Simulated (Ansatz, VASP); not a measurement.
**SnO in VASP and in Ansatz**

```
Sn O
1.0
     3.83710    0.00000    0.00000
     0.00000    3.83710    0.16787
     0.00000    0.20834    4.76213
Sn O
2 2
Direct
  0.00000 0.50000 0.24324
  0.50000 0.00000 0.75676
  0.00000 0.00000 0.00000
  0.50000 0.50000 0.00000
```

Change from the starting cell: strain +0.0875 x Voigt [0, 0, 0, 1, 0, 0], atoms carried along.

Alike in both runs: task single point; functional PBE; dispersion D3(BJ); k mesh 12 × 12 × 10; occupations gaussian, width 0.15 eV; no spin polarisation.

```csv
,VASP,Ansatz
version,VASP 6.6.1,Ansatz 0.2.0
potentials or method,"VASP PAW PBE potentials, release 64 (Sn_d, O), cutoff 520 eV","scalar-relativistic, plane waves, PAW"
valence electrons in the cell,40,40
```

|  | VASP | Ansatz | Ansatz less VASP |
| --- | --- | --- | --- |
| gap on the k mesh at the Fermi level (eV) | none | none | - |
| pressure (GPa) | 1.1 | 0.9 | -0.21 |
| traceless stress, the component that is largest in VASP (GPa) | -4.69 | -4.58 | +0.108 |
| rms of the force components (eV/Å) | 0.258 | 0.237 | -0.0211 |

Atom by atom the forces differ by 0.035 eV/Å (rms over components). A gap of «none» marks a metal or a gap that the smearing closes.
